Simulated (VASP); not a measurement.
Input of a VASP 6.6.1 run:

The input INCAR:

```
SYSTEM = LiF
PREC = Accurate
ENCUT = 520
EDIFF = 1E-6
ISMEAR = 0
SIGMA = 0.01
LREAL = .FALSE.
LASPH = .TRUE.
NELM = 80
ALGO = Normal
ISIF = 2
LWAVE = .FALSE.
LCHARG = .FALSE.
GGA = PS
NBANDS = 12
```

Contents of KPOINTS:

```
regular mesh
0
G
  7 7 7
  0 0 0
```

POSCAR

```
LiF
1.0
    2.5595330000      0.0000000000      0.0000000000
    0.0000000000      2.5595330000      0.0000000000
    0.0000000000      0.0000000000      2.5595330000
Li F
1 1
Direct
    0.0000000000      0.0000000000      0.0000000000
    0.5000000000      0.5000000000      0.5000000000
```

Potentials or basis: VASP PAW PBE potentials, release 64 (Li_sv, F).

Run with:

```sh
$ cat potpaw_PBE.64/Li_sv/POTCAR potpaw_PBE.64/F/POTCAR > POTCAR
$ mpirun -np 1 vasp_std > vasp.out
```

(1) What does it give for the band gap on the k mesh?

Results:

(1) 7.41 eV, indirect (least direct gap 8.06 eV).
